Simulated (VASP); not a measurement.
# Li (R-3m) in VASP: notebook

The runs below take Li through density of states, electric field gradients, with PBE.

Program: VASP 6.6.1. These are calculated values, not measurements. Logs are shortened: lines on timing, memory, paths and dates and some standing lists are left out, and cuts for length are marked.

## 1. The cell of the first run

It takes space group R-3m (No. 166, trigonal). Conventional cell: a = 3.101 Å, b = 3.101 Å, c = 22.765 Å, α = 90.00°, β = 90.00°, γ = 120.00°. Within 4.1 Å of Li (site symmetry -3m) lie 12 Li at 3.10 Å. Within 4.1 Å of Li (site symmetry 3m) lie 12 Li at 3.09 to 3.10 Å.

## 2. Density of states, PBE

POSCAR reads:

```
Li
1.0
    1.5504989657      0.8951809952      7.5883000000
   -1.5504989657      0.8951809952      7.5883000000
    0.0000000000     -1.7903619905      7.5883000000
Li
3
Direct
    0.0000000000      0.0000000000      0.0000000000
    0.2220000000      0.2220000000      0.2220000000
    0.7780000000      0.7780000000      0.7780000000
```

INCAR.step1 reads:

```
PREC = Accurate ; ENCUT = 520
EDIFF = 1E-6 ; ISMEAR = -1
SIGMA = 0.05 ; LREAL = F
LASPH = T ; NELM = 100
ALGO = Normal ; ISIF = 2
LWAVE = F ; LCHARG = T
GGA = PE ; NBANDS = 12
```

KPOINTS.step1 reads:

```
regular mesh
0
Gamma
  12 12 12
```

INCAR.step2 reads:

```
PREC = Accurate ; ENCUT = 520
EDIFF = 1E-6 ; ISMEAR = -5
SIGMA = 0.05 ; LREAL = F
LASPH = T ; NELM = 100
ALGO = Normal ; ISIF = 2
LWAVE = F ; LCHARG = F
GGA = PE ; LORBIT = 10
NBANDS = 12 ; NEDOS = 2001
ICHARG = 11
```

KPOINTS.step2 reads:

```
regular mesh
0
Gamma
  18 18 18
```

Potentials or basis: VASP PAW PBE potentials, release 64 (Li_sv).

Run with:

```bash
$ cat potpaw_PBE.64/Li_sv/POTCAR > POTCAR
$ cp INCAR.step1 INCAR
$ cp KPOINTS.step1 KPOINTS
$ mpirun -np 1 vasp_std > vasp.out
$ cp INCAR.step2 INCAR
$ cp KPOINTS.step2 KPOINTS
$ mpirun -np 1 vasp_std > vasp.out
```

OUTCAR:

```text
PREC = Accurate
   ENCUT = 520
   EDIFF = 1E-6
   ISMEAR = -5
   LREAL = F
   LASPH = T
   NELM = 100
   ISIF = 2
   GGA = PE
   LORBIT = 10
   ICHARG = 11

 ion  position               nearest neighbor table
   1  0.000  0.000  0.000-
   2  0.222  0.222  0.222-
   3  0.778  0.778  0.778-

  LATTYP: Found a trigonal (rhomboedric) cell.
 ALAT       =     7.7966462628
 COS(alpha) =     0.9209034946

  Lattice vectors:

 A1 = (   1.5504989657,   0.8951809952,   7.5883000000)
 A2 = (  -1.5504989657,   0.8951809952,   7.5883000000)
 A3 = (   0.0000000000,  -1.7903619905,   7.5883000000)

Analysis of symmetry for initial positions (statically):
=====================================================================
 Subroutine PRICEL returns:
 Original cell was already a primitive cell.

 Routine SETGRP: Setting up the symmetry group for a
 trigonal (rhombohedral) supercell.

 Subroutine GETGRP returns: Found 12 space group operations
 (whereof 12 operations were pure point group operations)
 out of a pool of 12 trial point group operations.

The static configuration has the point symmetry D_3d.

Analysis of symmetry for dynamics (positions and initial velocities):
=====================================================================
 Subroutine PRICEL returns:
 Original cell was already a primitive cell.

 Routine SETGRP: Setting up the symmetry group for a
 trigonal (rhombohedral) supercell.

 Subroutine GETGRP returns: Found 12 space group operations
 (whereof 12 operations were pure point group operations)
 out of a pool of 12 trial point group operations.

The dynamic configuration has the point symmetry D_3d.

 Subroutine INISYM returns: Found 12 space group operations
 (whereof 12 operations are pure point group operations),
 and found     1 'primitive' translations

----------------------------------------------------------------------------------------

                                     Primitive cell

  volume of cell :      63.1943

  direct lattice vectors                    reciprocal lattice vectors
     1.550498966  0.895180995  7.588300000     0.322476836  0.186182088  0.043927274
    -1.550498966  0.895180995  7.588300000    -0.322476836  0.186182088  0.043927274
     0.000000000 -1.790361990  7.588300000     0.000000000 -0.372364176  0.043927274

  length of vectors
[... 98 lines left out ...]
   NUPDOWN=      -1.0000    fix difference up-down
   EMIN   =  10.00;   EMAX   =-10.00  energy-range for DOS
   EFERMI =   0.00;   METHOD = LEGACY
   ISMEAR =    -5;   SIGMA  =   0.05  broadening in eV -4-tet -1-fermi 0-gaus
   EFERMI_NEDOS =   21; number of points for ismear=-14 and -15
   IALGO  =     38    algorithm
   IMIX   =      4    mixing-type and parameters
     AMIX     =   0.40;   BMIX     =  1.00
     AMIX_MAG =   1.60;   BMIX_MAG =  1.00
  volume/ion in A,a.u.               =      21.06       142.15
  Fermi-wavevector in a.u.,A,eV,Ry     =   0.854928  1.615580  9.944528  0.730902
  Thomas-Fermi vector in A             =   1.971600
   LORBIT       =     10    0 simple, 1 ext, 2 COOP (PROOUT), +10 PAW based schemes
   GGA     = PE    functional components
   LHFCALC =     F    Hartree Fock is set to
   AEXX    =    0.0000 exact exchange contribution
   IVDW    =     0    specifies the selected vdW correction
   LEPSILON=     F    determine dielectric tensor
   LRPA    =     F    only Hartree local field effects (RPA)
 non-spin polarized calculation
 Fermi weights with tetrahedron method with Bloechl corrections
  energy-cutoff  :      520.00
  volume of cell :       63.19
 maximum number of plane-waves:      1723
 NGX is ok and might be reduce to    60

 number of electron       9.0000011 magnetization

 Free energy of the ion-electron system (eV)
  ---------------------------------------------------
  ext. energy  EPLUGINS =         0.00000000
  ---------------------------------------------------
  free energy    TOTEN  =        -5.71520841 eV

  energy without entropy =       -5.71520841  energy(sigma->0) =       -5.71520841

 E-fermi :   0.5132     XC(G=0):  -6.9513

 val. band max:        0.5348879142   @ k =  -0.2778   0.2778   0.2222
 cond. band min:       0.5109400954   @ k =   0.3889   0.3889   0.2778
 fundamental gap:     -0.0239478188
 Fermi energy:         0.5132114981

 k-point     1 :       0.0000    0.0000    0.0000
  band No.  band energies     occupation
      1     -46.0770      2.00000
      2     -46.0649      2.00000
      3     -46.0601      2.00000
      4      -2.9907      2.00000
      5      -1.0559      2.00000
      6      -1.0553      2.00000
      7       6.0440      0.00000
      8       6.0701      0.00000
      9      12.9805      0.00000
     10      12.9805      0.00000
     11      13.1160      0.00000
     12      13.1160      0.00000
[... 331 lines left out ...]
 k-point    24 :      -0.2222    0.0556   -0.0000
  band No.  band energies     occupation
      1     -46.0704      2.00000
      2     -46.0600      2.00000
      3     -46.0559      2.00000
      4      -1.9684      2.00000
      5      -0.2066      2.00000
      6       0.2266      2.10336
      7       5.8252      0.00000
      8       6.8458      0.00000
      9       8.0813      0.00000
     10       8.7073      0.00000
     11       9.7682      0.00000
     12      10.5789      0.00000

 [... further k-points ...]
[... 5 lines left out ...]
  --------------------------------------------------------------------------------------
  -------------------------------------------------------------------------------------
  Total       -0.2177078     -0.2177078     -0.2783123      0.0000000      0.0000000     -0.0000000
  in kB       -5.5195848     -5.5195848     -7.0561041      0.0000000      0.0000000     -0.0000000
  external PRESSURE =      -6.0317579 kB  Pullay stress =       0.0000000 kB

 VOLUME and BASIS-vectors are now :
 -----------------------------------------------------------------------------
  energy-cutoff  :      520.00
  volume of cell :       63.19
      direct lattice vectors                 reciprocal lattice vectors
     1.550498966  0.895180995  7.588300000     0.322476836  0.186182088  0.043927274
    -1.550498966  0.895180995  7.588300000    -0.322476836  0.186182088  0.043927274
     0.000000000 -1.790361990  7.588300000     0.000000000 -0.372364176  0.043927274

 POSITION                                       TOTAL-FORCE (eV/Angst)
 -----------------------------------------------------------------------------------
      0.00000      0.00000      0.00000         0.000000      0.000000      0.000000
      0.00000     -0.00000      5.05381         0.000000     -0.000000      0.010525
      0.00000     -0.00000     17.71109         0.000000      0.000000     -0.010525
 -----------------------------------------------------------------------------------
    total drift:                               -0.000000     -0.000000      0.000000

  FREE ENERGIE OF THE ION-ELECTRON SYSTEM (eV)
  ---------------------------------------------------
  free  energy   TOTEN  =        -5.7152084108 eV

  energy  without entropy=       -5.7152084108  energy(sigma->0) =       -5.71520841

 total charge

# of ion       s       p       d       tot
------------------------------------------
    1        2.031   0.039   0.000   2.070
    2        2.032   0.039   0.000   2.071
    3        2.032   0.039   0.000   2.071
--------------------------------------------------
tot          6.094   0.117   0.000   6.212
```

OUTCAR.step1:

```text
PREC = Accurate
   ENCUT = 520
   EDIFF = 1E-6
   ISMEAR = -1
   LREAL = F
   LASPH = T
[... 585 lines left out ...]
      0.00000      0.00000      0.00000         0.000000      0.000000     -0.000000
      0.00000     -0.00000      5.05381         0.000000     -0.000000      0.009170
      0.00000     -0.00000     17.71109         0.000000      0.000000     -0.009170
 -----------------------------------------------------------------------------------
    total drift:                               -0.000000     -0.000000      0.000000

  FREE ENERGIE OF THE ION-ELECTRON SYSTEM (eV)
  ---------------------------------------------------
  free  energy   TOTEN  =        -5.7243124845 eV

  energy  without entropy=       -5.7130533476  energy(sigma->0) =       -5.71868292
```

OSZICAR.step1:

```text
N       E                     dE             d eps       ncg     rms          rms(c)
DAV:   1     0.260081945790E+02    0.26008E+02   -0.35428E+03  4536   0.650E+02
DAV:   2     0.217598872695E+00   -0.25791E+02   -0.25063E+02  5480   0.150E+02
DAV:   3    -0.563231605106E+01   -0.58499E+01   -0.57966E+01  8744   0.383E+01
DAV:   4    -0.572734927367E+01   -0.95033E-01   -0.94965E-01  6036   0.830E+00
DAV:   5    -0.572961107609E+01   -0.22618E-02   -0.22617E-02  7120   0.980E-01    0.416E-01
DAV:   6    -0.572611517190E+01    0.34959E-02   -0.15250E-03  7988   0.181E-01    0.235E-01
DAV:   7    -0.572432295953E+01    0.17922E-02   -0.15842E-03  8828   0.193E-01    0.386E-02
DAV:   8    -0.572431442746E+01    0.85321E-05   -0.98444E-05  6868   0.770E-02    0.239E-02
DAV:   9    -0.572431285662E+01    0.15708E-05   -0.16399E-05  7312   0.203E-02    0.147E-03
DAV:  10    -0.572431248452E+01    0.37210E-06   -0.91183E-08  4316   0.237E-03
   1 F= -.57243125E+01 E0= -.57186829E+01  d E =-.112591E-01
```

Run time: 37 min. Hardware: 1 thread of AMD EPYC 7R13 (Zen 3), shared host; peak memory 0.61 GiB.

What came out:

| Quantity | Value |
| --- | --- |
| Valence electrons inside the program's atomic spheres | Li 2.07 |

Levels at points of the mesh, in eV from the Fermi level:
```csv
k point,band 3,band 4,band 5,band 6,band 7,band 8
"(0.00, 0.00, 0.00)",-46.57,-3.50,-1.57,-1.57,5.53,5.56
"(0.50, 0.00, 0.00)",-46.57,-0.05,0.81,1.03,3.62,3.75
"(0.50, 0.50, 0.00)",-46.57,0.24,0.33,1.14,3.11,4.31
"(0.50, 0.50, 0.50)",-46.57,-3.02,-3.01,0.01,2.81,10.24
```

Caveat: the cutoff is under 1.25 times the usual one of these potentials, so pressure, stress and relaxed cells hold a basis-set (Pulay) error; tetrahedron occupations give inexact forces and stress in metals.

## 3. Electric field gradients, PBE

INCAR reads:

```
SYSTEM = Li
ALGO     = Normal         ! electronic algorithm
EDIFF    = 1E-8           ! SCF threshold, eV
ENCUT    = 520            ! plane-wave cutoff, eV
GGA      = PE             ! functional
ISIF     = 2              ! what is computed and relaxed
ISMEAR   = -1             ! smearing method
LASPH    = .TRUE.         ! aspherical terms in the spheres
LCHARG   = .FALSE.        ! write CHGCAR
LEFG     = .TRUE.       
LREAL    = .FALSE.        ! projectors in reciprocal space
LWAVE    = .FALSE.        ! write WAVECAR
NBANDS   = 12             ! bands
NELM     = 100            ! most SCF steps
PREC     = Accurate       ! precision mode
SIGMA    = 0.05           ! smearing width, eV
```

KPOINTS reads:

```
k-points
0
G
  12 12 12
  0 0 0
```

POSCAR is that of step 2.

Potentials or basis: VASP PAW PBE potentials, release 64 (Li_sv).

Run with:

```bash
$ cat potpaw_PBE.64/Li_sv/POTCAR > POTCAR
$ mpirun -np 1 vasp_std > vasp.out
```

OUTCAR:

```text
SYSTEM = Li
   EDIFF = 1E-8
   ENCUT = 520
   GGA = PE
   ISIF = 2
   ISMEAR = -1
   LASPH = .TRUE.
   LREAL = .FALSE.
   NELM = 100
   PREC = Accurate

 ion  position               nearest neighbor table
   1  0.000  0.000  0.000-
   2  0.222  0.222  0.222-
   3  0.778  0.778  0.778-

  LATTYP: Found a trigonal (rhomboedric) cell.
[... 580 lines left out ...]

  FREE ENERGIE OF THE ION-ELECTRON SYSTEM (eV)
  ---------------------------------------------------
  free  energy   TOTEN  =        -5.7243123060 eV

  energy  without entropy=       -5.7130531510  energy(sigma->0) =       -5.71868273

 Electric field gradients (V/A^2)
---------------------------------------------------------------------
 ion       V_xx      V_yy      V_zz      V_xy      V_xz      V_yz
---------------------------------------------------------------------
   1      -0.035    -0.035     0.070    -0.000    -0.000     0.000
   2      -0.042    -0.042     0.083    -0.000     0.000     0.000
   3      -0.042    -0.042     0.083    -0.000     0.000     0.000
---------------------------------------------------------------------

 Electric field gradients after diagonalization (V/A^2)
 (convention: |V_zz| > |V_xx| > |V_yy|)
----------------------------------------------------------------------
 ion       V_xx      V_yy      V_zz     asymmetry (V_yy - V_xx)/ V_zz
----------------------------------------------------------------------
   1      -0.035    -0.035     0.070       0.000
   2      -0.042    -0.042     0.083       0.000
   3      -0.042    -0.042     0.083       0.000
----------------------------------------------------------------------

           NMR quadrupolar parameters

 Cq : quadrupolar parameter    Cq=e*Q*V_zz/h
 eta: asymmetry parameters     (V_yy - V_xx)/ V_zz
 Q  : nuclear electric quadrupole moment in mb (millibarn)
----------------------------------------------------------------------
 ion       Cq(MHz)       eta       Q (mb)
----------------------------------------------------------------------
   1       0.000       0.000       1.000
   2       0.000       0.000       1.000
   3       0.000       0.000       1.000
----------------------------------------------------------------------
```

Wall time 11 min (1 thread of AMD EPYC 7R13 (Zen 3), shared host); peak memory 0.47 GiB.

Results:

* Free energy: -5.7243 eV
* Largest force: 0.009 eV/Å

Forces on the atoms (eV/Å):
```
Li   0.000  0.000  0.000
Li   0.000  0.000  0.009
Li   0.000  0.000 -0.009
```

Levels at points of the mesh, in eV from the Fermi level:
```
           k point  band 2  band 3  band 4  band 5  band 6  band 7  band 8  band 9
(0.00, 0.00, 0.00)  -46.56  -46.56   -3.49   -1.55   -1.55    5.55    5.57   12.48
(0.50, 0.00, 0.00)  -46.55  -46.55   -0.03    0.82    1.05    3.64    3.77    4.38
(0.50, 0.50, 0.00)  -46.55  -46.55    0.25    0.35    1.15    3.13    4.33    5.40
(0.50, 0.50, 0.50)  -46.57  -46.56   -3.00   -3.00    0.03    2.83   10.26   10.30
```

Caveat: the cutoff is under 1.25 times the usual one of these potentials, so pressure, stress and relaxed cells hold a basis-set (Pulay) error; without QUAD_EFG the Cq values of the log hold for a quadrupole moment of 1 mb, not for the nuclei.

(Part 1 of 2 ends here.)
